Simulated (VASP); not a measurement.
Wanted: the native input for a VASP 6.6.1 run.

| Quantity | Value |
| --- | --- |
| Task | single point |
| Functional | PBE |
| Potentials or basis | VASP PAW PBE potentials, release 64 (W_sv, Se) |
| Cutoff | 520 eV |
| k mesh | 6 × 6 × 6 |
| Occupations | gaussian, width 0.1 eV |
| Spin | collinear spin, ferromagnetic start |
| Starting moments | [0.18, 0.0] μB |
| Dipole correction | no |
| Further INCAR settings | ALGO = Normal; EDIFF = 1e-06; NBANDS = 21 |

The structure of WSe lies in POSCAR:

```
WSe
1.0
    0.0000000000      2.8418212748      2.8418212748
    2.8418212748      0.0000000000      2.8418212748
    2.8418212748      2.8418212748      0.0000000000
W Se
1 1
Direct
    0.0000000000      0.0000000000      0.0000000000
    0.2500000000      0.2500000000      0.2500000000
```

The input as run:

INCAR

```
SYSTEM = WSe
ALGO = Normal ; EDIFF = 1E-6
ENCUT = 520 ; GGA = PE
ISIF = 2 ; ISMEAR = 0
ISPIN = 2 ; LASPH = .True.
LCHARG = .False. ; LMAXMIX = 4
LORBIT = 11 ; LREAL = .False.
LWAVE = .False. ; MAGMOM = 0.18 0
NBANDS = 21 ; NELM = 150
PREC = Accurate ; SIGMA = 0.1
```

KPOINTS

```
k-points
0
Gamma
  6 6 6
  0 0 0
```

Potentials or basis: VASP PAW PBE potentials, release 64 (W_sv, Se).

Launch:

```sh
$ cat potpaw_PBE.64/W_sv/POTCAR potpaw_PBE.64/Se/POTCAR > POTCAR
$ mpirun -np 1 vasp_std > vasp.out
```

Results of the run:

The pressure is -1.8 GPa and the band gap on the k mesh is zero (filled and empty bands overlap). The net moment is 0.00 μB per cell and the valence electrons inside the program's atomic spheres are W 11.99; Se 3.99.

Caveat: spin-orbit coupling is left out, which moves the levels of the heavy elements.

Run time: 26 s on 1 thread of Intel(R) Xeon(R) 6975P-C (Granite Rapids) (shared host), peak memory 0.2 GiB.
